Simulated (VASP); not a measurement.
A run of VASP 6.6.1 is set up as follows.

Contents of INCAR:

```
PREC = Accurate
ENCUT = 600
EDIFF = 1E-6
ISMEAR = -1
SIGMA = 0.03
LREAL = F
LASPH = T
NELM = 100
ALGO = Normal
ISIF = 3
LWAVE = F
LCHARG = F
GGA = PS
IBRION = 2
NSW = 100
EDIFFG = -0.01
```

The input KPOINTS:

```
regular mesh
0
Gamma
  8 8 8
```

File POSCAR:

```
LiH
1.0
    1.3687925700     -3.9166366800      0.0000000000
    1.3687925700      3.9166366800      0.0000000000
    0.0000000000      0.0000000000      3.0232358000
Li H
2 2
Direct
    0.3868549800      0.6131450200      0.7500000000
    0.6131450200      0.3868549800      0.2500000000
    0.8565043900      0.1434956100      0.2500000000
    0.1434956100      0.8565043900      0.7500000000
```

Potentials or basis: VASP PAW PBE potentials, release 64 (Li_sv, H).

The run is started by

```console
$ cat potpaw_PBE.64/Li_sv/POTCAR potpaw_PBE.64/H/POTCAR > POTCAR
$ mpirun -np 1 vasp_std > vasp.out
```

Problem. What does it give for the space group after relaxing (to 0.1 Å)?

Solution. Cmcm (No. 63).

Problem. What does it give for the relaxed cell?

Solution. a = 4.728 Å, b = 4.728 Å, c = 2.802 Å, α = 90.00°, β = 90.00°, γ = 146.82°.

Problem. What does it give for the band gap on the k mesh?

Solution. 1.42 eV (least direct gap 2.54 eV).

Problem. Predict the relaxed volume.

Solution. 8.57 Å³/atom.

The path:
```csv
step,energy change (eV),largest force (eV/Å),pressure (GPa),volume (Å³)
1,0.0000,0.9158,-0.98,32.42
2,-0.1189,0.6622,-0.66,32.18
3,-0.2402,0.1728,0.38,31.66
4,-0.2454,0.0584,0.74,31.52
5,-0.2730,0.0299,0.69,31.71
6,-0.3028,0.1785,0.73,32.11
7,-0.3134,0.1428,0.45,32.54
8,-0.3251,0.1258,-0.17,33.63
9,-0.3306,0.0677,0.05,33.74
10,-0.3322,0.0172,0.26,33.82
11,-0.3332,0.0053,0.10,34.12
12,-0.3332,0.0073,0.09,34.15
13,-0.3334,0.0040,-0.02,34.28
```

Caveat: the cutoff is under 1.25 times the usual one of these potentials, so pressure, stress and relaxed cells hold a basis-set (Pulay) error; the PAW data sets were made with another functional, which shifts forces and pressure a little. A k mesh can miss the band edges.
